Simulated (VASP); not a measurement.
Wanted: the native input for a VASP 6.6.1 run.

* Task: single point
* Functional: LDA
* Potentials or basis: VASP PAW LDA potentials, release 64 (Au)
* Cutoff: 520 eV
* k mesh: 18 × 18 × 18
* Occupations: gaussian, width 0.1 eV
* Spin: no spin polarisation
* Dipole correction: no
* Further INCAR settings: ALGO = Normal; EDIFF = 1e-06; NBANDS = 12

The structure of Au lies in POSCAR:

```
Au
1.0
    0.0000000000      2.0241634906      2.0241634906
    2.0241634906      0.0000000000      2.0241634906
    2.0241634906      2.0241634906      0.0000000000
Au
1
Direct
    0.0000000000      0.0000000000      0.0000000000
```

These files were run (other wordings do the same):

INCAR

```
SYSTEM = Au
PREC = Accurate
ENCUT = 520
EDIFF = 1E-6
ISMEAR = 0
SIGMA = 0.1
LREAL = .False.
LASPH = .True.
NELM = 80
ALGO = Normal
ISIF = 2
LWAVE = .False.
LCHARG = .True.
GGA = CA
LELF = .True.
LVHAR = .True.
NBANDS = 12
```

KPOINTS

```
Automatic mesh
0
Gamma
  18 18 18
  0 0 0
```

Potentials or basis: VASP PAW LDA potentials, release 64 (Au).

Run with:

```sh
$ cat potpaw_LDA.64/Au/POTCAR > POTCAR
$ mpirun -np 1 vasp_std > vasp.out
```

Results of the run:

```json
{
  "Pressure": "0.5 GPa"
}
```

It took 21 s on 1 thread of Intel(R) Xeon(R) Platinum 8259CL CPU @ 2.50GHz (Skylake/Cascade Lake), with other jobs on the host, peak memory 0.16 GiB.
